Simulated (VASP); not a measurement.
# Pt (Fd-3m) in VASP: further runs

The runs below take Pt through single point, with PBE.

Program: VASP 6.6.1. These are calculated values, not measurements. Logs are shortened: lines on timing, memory, paths and dates and some standing lists are left out, and cuts for length are marked.

### 1 The cell of the first run

The structure is cubic, space group Fd-3m (No. 227). The conventional cell has a = 5.780 Å, b = 5.780 Å, c = 5.780 Å, α = 90.00°, β = 90.00°, γ = 90.00°. Pt (site symmetry -43m) has 4 Pt at 2.50 Å within 3.3 Å.

This isn't the form of Pt at room conditions, which is fcc.

### 2 Single point, PBE

INCAR

```
ALGO = Normal
EDIFF = 1E-6
ENCUT = 520
GGA = PE
ISIF = 2
ISMEAR = -1
LASPH = True
LCHARG = False
LREAL = False
LWAVE = False
NBANDS = 17
NELM = 100
PREC = Accurate
SIGMA = 0.1
```

KPOINTS

```
k-points
0
Gamma
  10 10 10
```

POSCAR

```
Pt
1.0
    0.0000000000      2.8898829689      2.8898829689
    2.8898829689      0.0000000000      2.8898829689
    2.8898829689      2.8898829689      0.0000000000
Pt
2
Direct
    0.1250000000      0.1250000000      0.1250000000
    0.8750000000      0.8750000000      0.8750000000
```

Potentials or basis: VASP PAW PBE potentials, release 64 (Pt).

The run is started by

```console
$ cat potpaw_PBE.64/Pt/POTCAR > POTCAR
$ mpirun -np 1 vasp_std > vasp.out
```

OUTCAR:

```text
EDIFF = 1E-6
   ENCUT = 520
   GGA = PE
   ISIF = 2
   ISMEAR = -1
   LASPH = True
   LREAL = False
   NELM = 100
   PREC = Accurate

 ion  position               nearest neighbor table
   1  0.125  0.125  0.125-   2 2.50   2 2.50   2 2.50   2 2.50
   2  0.875  0.875  0.875-   1 2.50   1 2.50   1 2.50   1 2.50

  LATTYP: Found a face centered cubic cell.
 ALAT       =     5.7797659378

  Lattice vectors:

 A1 = (   0.0000000000,   2.8898829689,   2.8898829689)
 A2 = (   2.8898829689,   0.0000000000,   2.8898829689)
 A3 = (   2.8898829689,   2.8898829689,   0.0000000000)

Analysis of symmetry for initial positions (statically):
=====================================================================
 Subroutine PRICEL returns:
 Original cell was already a primitive cell.

 Routine SETGRP: Setting up the symmetry group for a
 face centered cubic supercell.

 Subroutine GETGRP returns: Found 48 space group operations
 (whereof 12 operations were pure point group operations)
 out of a pool of 48 trial point group operations.

The static configuration has the point symmetry D_3d.
 The point group associated with its full space group is O_h .

Analysis of symmetry for dynamics (positions and initial velocities):
=====================================================================
 Subroutine PRICEL returns:
 Original cell was already a primitive cell.

 Routine SETGRP: Setting up the symmetry group for a
 face centered cubic supercell.

 Subroutine GETGRP returns: Found 48 space group operations
 (whereof 12 operations were pure point group operations)
 out of a pool of 48 trial point group operations.

The dynamic configuration has the point symmetry D_3d.
 The point group associated with its full space group is O_h .

 Subroutine INISYM returns: Found 48 space group operations
 (whereof 12 operations are pure point group operations),
 and found     1 'primitive' translations

----------------------------------------------------------------------------------------

                                     Primitive cell

  volume of cell :      48.2693

  direct lattice vectors                    reciprocal lattice vectors
     0.000000000  2.889882969  2.889882969    -0.173017387  0.173017387  0.173017387
     2.889882969  0.000000000  2.889882969     0.173017387 -0.173017387  0.173017387
     2.889882969  2.889882969  0.000000000     0.173017387  0.173017387 -0.173017387

  length of vectors
     4.086911688  4.086911688  4.086911688     0.299674905  0.299674905  0.299674905

  position of ions in fractional coordinates (direct lattice)
     0.125000000  0.125000000  0.125000000
     0.875000000  0.875000000  0.875000000

  ion indices of the primitive-cell ions
   primitive index   ion index
                 1           1
                 2           2

----------------------------------------------------------------------------------------

 KPOINTS: k-points

Automatic generation of k-mesh.
 Grid dimensions read from file:
 generate k-points for:   10   10   10

 Generating k-lattice:

  Cartesian coordinates                     Fractional coordinates (reciprocal lattice)
    -0.017301739  0.017301739  0.017301739     0.100000000  0.000000000  0.000000000
     0.017301739 -0.017301739  0.017301739     0.000000000  0.100000000  0.000000000
     0.017301739  0.017301739 -0.017301739     0.000000000  0.000000000  0.100000000

  Length of vectors
     0.029967490  0.029967490  0.029967490

  Shift w.r.t. Gamma in fractional coordinates (k-lattice)
     0.000000000  0.000000000  0.000000000

 Subroutine IBZKPT returns following result:
 ===========================================

 Found     47 irreducible k-points:

 Following reciprocal coordinates:
            Coordinates               Weight
  0.000000  0.000000  0.000000      1.000000
  0.100000  0.000000  0.000000      8.000000
  0.200000  0.000000  0.000000      8.000000
  0.300000  0.000000  0.000000      8.000000
  0.400000  0.000000  0.000000      8.000000
  0.500000  0.000000  0.000000      4.000000
[... 16 lines left out ...]
  0.300000  0.300000  0.000000      6.000000
  0.400000  0.300000  0.000000     24.000000
 [... further k-points ...]
   k-points           NKPTS =     47   k-points in BZ     NKDIM =     47   number of bands    NBANDS=     17
   number of dos      NEDOS =    301   number of ions     NIONS =      2
   total plane-waves  NPLWV =  27000
   dimension x,y,z NGX =    30 NGY =   30 NGZ =   30
   dimension x,y,z NGXF=    60 NGYF=   60 NGZF=   60
   ions per type =               2
   NGX,Y,Z   is equivalent  to a cutoff of  12.20, 12.20, 12.20 a.u.
   NGXF,Y,Z  is equivalent  to a cutoff of  24.41, 24.41, 24.41 a.u.
 SYSTEM =  unknown system
   PREC   = accura    normal or accurate (medium, high low for compatibility)
   ISTART =      0    job   : 0-new  1-cont  2-samecut
   ICHARG =      2    charge: 1-file 2-atom 10-const
   ISPIN  =      1    spin polarized calculation?
   LNONCOLLINEAR =      F non collinear calculations
   LSORBIT =      F    spin-orbit coupling
   LASPH  =      T    aspherical Exc in radial PAW
   ENCUT  =  520.0 eV  38.22 Ry    6.18 a.u.   7.60  7.60  7.60*2*pi/ulx,y,z
   NELM   =    100;   NELMIN=  2; NELMDL= -5     # of ELM steps
   EDIFF  = 0.1E-05   stopping-criterion for ELM
   LREAL  =      F    real-space projection
   EDIFFG = 0.1E-04   stopping-criterion for IOM
   NSW    =      0    number of steps for IOM
   IBRION =     -1    ionic relax: 0-MD 1-quasi-New 2-CG
   NFREE  =      0    steps in history (QN), initial steepest desc. (CG)
   ISIF   =      2    stress and relaxation
   ISYM   =      2    0-nonsym 1-usesym 2-fastsym
   POTIM  = 0.5000    time-step for ionic-motion
   TEBEG  =    0.0;   TEEND  =   0.0 temperature during run
   PSTRESS=    0.0 pullay stress
   NELECT =      20.0000    total number of electrons
   NUPDOWN=      -1.0000    fix difference up-down
   EMIN   =  10.00;   EMAX   =-10.00  energy-range for DOS
   EFERMI =   0.00;   METHOD = LEGACY
   ISMEAR =    -1;   SIGMA  =   0.10  broadening in eV -4-tet -1-fermi 0-gaus
   EFERMI_NEDOS =   21; number of points for ismear=-14 and -15
   IALGO  =     38    algorithm
   IMIX   =      4    mixing-type and parameters
     AMIX     =   0.40;   BMIX     =  1.00
     AMIX_MAG =   1.60;   BMIX_MAG =  1.00
  volume/ion in A,a.u.               =      24.13       162.87
  Fermi-wavevector in a.u.,A,eV,Ry     =   1.220472  2.306358 20.266592  1.489553
  Thomas-Fermi vector in A             =   2.355688
   LORBIT       =      0    0 simple, 1 ext, 2 COOP (PROOUT), +10 PAW based schemes
   GGA     = PE    functional components
   LHFCALC =     F    Hartree Fock is set to
   AEXX    =    0.0000 exact exchange contribution
   IVDW    =     0    specifies the selected vdW correction
   LEPSILON=     F    determine dielectric tensor
   LRPA    =     F    only Hartree local field effects (RPA)
 non-spin polarized calculation
  energy-cutoff  :      520.00
  volume of cell :       48.27
 maximum number of plane-waves:      1315
   NGX = 15   NGY = 15   NGZ = 15

 number of electron      20.0000005 magnetization

 Free energy of the ion-electron system (eV)
  ---------------------------------------------------
  ext. energy  EPLUGINS =         0.00000000
  ---------------------------------------------------
  free energy    TOTEN  =       -10.14298067 eV

  energy without entropy =       -9.98742053  energy(sigma->0) =      -10.06520060

 E-fermi :   5.0017     XC(G=0): -10.4163

 val. band max:        4.9950609741   @ k =  -0.3000   0.1000   0.0000
 cond. band min:       5.0077007263   @ k =   0.1000   0.1000   0.0000
 fundamental gap:      0.0126397522
 Fermi energy:         5.0017169824

 k-point     1 :       0.0000    0.0000    0.0000
  band No.  band energies     occupation
      1      -1.9479      2.00000
      2       0.5985      2.00000
      3       0.5985      2.00000
      4       0.7452      2.00000
      5       0.7452      2.00000
      6       0.7452      2.00000
[... 9 lines left out ...]
     16      16.5088      0.00000
     17      17.4334      0.00000

 k-point     2 :       0.1000    0.0000    0.0000
  band No.  band energies     occupation
      1      -1.8017      2.00000
      2       0.4713      2.00000
      3       0.4713      2.00000
      4       0.7313      2.00000
      5       0.9204      2.00000
      6       0.9204      2.00000
[... 9 lines left out ...]
     16      16.4926      0.00000
     17      17.9407      0.00000

 k-point     3 :       0.2000    0.0000    0.0000
  band No.  band energies     occupation
      1      -1.3940      2.00000
      2       0.3825      2.00000
      3       0.3825      2.00000
      4       0.6974      2.00000
      5       1.1077      2.00000
      6       1.1077      2.00000
[... 9 lines left out ...]
     16      17.0947      0.00000
     17      17.9009      0.00000

 k-point     4 :       0.3000    0.0000    0.0000
  band No.  band energies     occupation
      1      -0.8372      2.00000
      2       0.3978      2.00000
      3       0.3978      2.00000
      4       0.6556      2.00000
      5       1.1462      2.00000
      6       1.1462      2.00000
[... 9 lines left out ...]
     16      16.7279      0.00000
     17      18.1414      0.00000
[... 343 lines left out ...]
      1      -0.6253      2.00000
      2       0.1833      2.00000
      3       0.4788      2.00000
      4       0.6804      2.00000
      5       0.9588      2.00000
      6       1.6188      2.00000
[... 9 lines left out ...]
     16      17.5054      0.00000
     17      17.7003      0.00000

 k-point    23 :       0.3000    0.3000    0.0000
  band No.  band energies     occupation
      1      -0.3350      2.00000
      2      -0.0841      2.00000
      3       0.6689      2.00000
      4       0.6689      2.00000
      5       1.3810      2.00000
      6       1.4764      2.00000
[... 9 lines left out ...]
     16      14.6241      0.00000
     17      20.7591      0.00000

 k-point    24 :       0.4000    0.3000    0.0000
  band No.  band energies     occupation
      1      -0.0713      2.00000
      2       0.1190      2.00000
      3       0.5479      2.00000
      4       0.6330      2.00000
      5       1.4014      2.00000
      6       1.6049      2.00000
[... 9 lines left out ...]
     16      15.2071      0.00000
     17      21.0278      0.00000

 [... further k-points ...]

------------------------ aborting loop because EDIFF is reached ----------------------------------------

  FORCE on cell =-STRESS in cart. coord.  units (eV):
  Direction    XX          YY          ZZ          XY          YZ          ZX
  --------------------------------------------------------------------------------------
  -------------------------------------------------------------------------------------
  Total       -0.1069394     -0.1069394     -0.1069394      0.0000000      0.0000000      0.0000000
  in kB       -3.5495853     -3.5495853     -3.5495853      0.0000000      0.0000000      0.0000000
  external PRESSURE =      -3.5495853 kB  Pullay stress =       0.0000000 kB

 VOLUME and BASIS-vectors are now :
 -----------------------------------------------------------------------------
  energy-cutoff  :      520.00
  volume of cell :       48.27
      direct lattice vectors                 reciprocal lattice vectors
     0.000000000  2.889882969  2.889882969    -0.173017387  0.173017387  0.173017387
     2.889882969  0.000000000  2.889882969     0.173017387 -0.173017387  0.173017387
     2.889882969  2.889882969  0.000000000     0.173017387  0.173017387 -0.173017387

 POSITION                                       TOTAL-FORCE (eV/Angst)
 -----------------------------------------------------------------------------------
      0.72247      0.72247      0.72247         0.000000      0.000000      0.000000
      5.05730      5.05730      5.05730        -0.000000     -0.000000     -0.000000
 -----------------------------------------------------------------------------------
    total drift:                               -0.000000      0.000000      0.000000

  FREE ENERGIE OF THE ION-ELECTRON SYSTEM (eV)
  ---------------------------------------------------
  free  energy   TOTEN  =       -10.1429806678 eV

  energy  without entropy=       -9.9874205277  energy(sigma->0) =      -10.06520060
```

Wall time 33 s (1 thread of Intel Xeon 8259CL, shared host); peak memory 0.18 GiB.

Results:

| Quantity | Value |
| --- | --- |
| Free energy | -10.1430 eV |
| Pressure | -0.4 GPa |
| Band gap on the k mesh | zero (bands 10 and 11 overlap by 0.57 eV) |

Caveat: spin-orbit coupling is left out, which moves the levels of the heavy elements.

### 3 Single point, PBE (21.24 Å³/atom)

This run uses another cell than the first one, of 21.24 Å³/atom.

INCAR

```
PREC = Accurate ; ENCUT = 520
EDIFF = 1E-6 ; ISMEAR = -1
SIGMA = 0.1 ; LREAL = F
LASPH = T ; NELM = 80
ALGO = Normal ; ISIF = 2
LWAVE = F ; LCHARG = F
GGA = PE ; NBANDS = 17
```

KPOINTS

```
Automatic mesh
0
Gamma
  11 11 11
```

POSCAR

```
Pt
1.0
    0.0000000000      2.7693285283      2.7693285283
    2.7693285283      0.0000000000      2.7693285283
    2.7693285283      2.7693285283      0.0000000000
Pt
2
Direct
    0.1250000000      0.1250000000      0.1250000000
    0.8750000000      0.8750000000      0.8750000000
```

Potentials or basis: VASP PAW PBE potentials, release 64 (Pt).

The run is started by

```console
$ cat potpaw_PBE.64/Pt/POTCAR > POTCAR
$ mpirun -np 1 vasp_std > vasp.out
```

Wall time 42 s (1 thread of Intel Xeon 8259CL, shared host); peak memory 0.19 GiB.

It converged, with:

```yaml
Free_energy: -9.8345 eV
Pressure: 19.7 GPa
Band_gap_on_the_k_mesh: zero (bands 10 and 11 overlap by 0.71 eV)
```

Levels at points of the mesh, in eV from the Fermi level:
```
           k point  band 8  band 9  band 10  band 11  band 12  band 13
(0.00, 0.00, 0.00)   -2.23   -2.23    -0.05    -0.05    10.91    11.04
```

Caveat: the cell stands under pressure; spin-orbit coupling is left out, which moves the levels of the heavy elements.

### 4 Single point, PBE (22.20 Å³/atom)

This run uses another cell than the first one, of 22.20 Å³/atom.

INCAR

```
SYSTEM = Pt
PREC = Accurate
ENCUT = 520
EDIFF = 1E-6
ISMEAR = -1
SIGMA = 0.1
LREAL = .FALSE.
LASPH = .TRUE.
NELM = 100
ALGO = Normal
ISIF = 2
LWAVE = .FALSE.
LCHARG = .FALSE.
GGA = PE
NBANDS = 17
```

KPOINTS

```
regular mesh
0
G
  11 11 11
  0 0 0
```

POSCAR

```
Pt
1.0
    0.0000000000      2.8106678846      2.8106678846
    2.8106678846      0.0000000000      2.8106678846
    2.8106678846      2.8106678846      0.0000000000
Pt
2
Direct
    0.1250000000      0.1250000000      0.1250000000
    0.8750000000      0.8750000000      0.8750000000
```

The run is started by

```console
$ cat potpaw_PBE.64/Pt/POTCAR > POTCAR
$ mpirun -np 1 vasp_std > vasp.out
```

Wall time 43 s (1 thread of Intel Xeon 8259CL, shared host); peak memory 0.19 GiB.

The run converged. Its results:

- Free energy: -10.0197 eV
- Pressure: 11.2 GPa
- Band gap on the k mesh: zero (bands 10 and 11 overlap by 0.67 eV)

Levels at points of the mesh, in eV from the Fermi level:
```tsv
k point	band 8	band 9	band 10	band 11	band 12	band 13
(0.00, 0.00, 0.00)	-2.08	-2.08	-0.07	-0.07	10.79	10.85
```

Caveat: the cell stands under pressure; spin-orbit coupling is left out, which moves the levels of the heavy elements.

### 5 Summary

```tsv
cell	k mesh	gap on the mesh (eV)	pressure (GPa)
a = 4.087 Å, angles 60.0°, 2 atoms	10 × 10 × 10	none	-0.4
a = 3.916 Å, angles 60.0°, 2 atoms	11 × 11 × 11	none	19.7
a = 3.975 Å, angles 60.0°, 2 atoms	11 × 11 × 11	none	11.2
```

Alike in all rows: task single point; level PBE; potentials or basis VASP PAW PBE potentials, release 64 (Pt); no spin polarisation; cutoff (eV) 520; smearing fermi-dirac 0.1 eV.

Caveats: spin-orbit coupling is left out, which moves the levels of the heavy elements; the cell stands under pressure (at least some runs).

Total energies depend on the potentials used, so only differences within one code and one set of settings carry meaning.
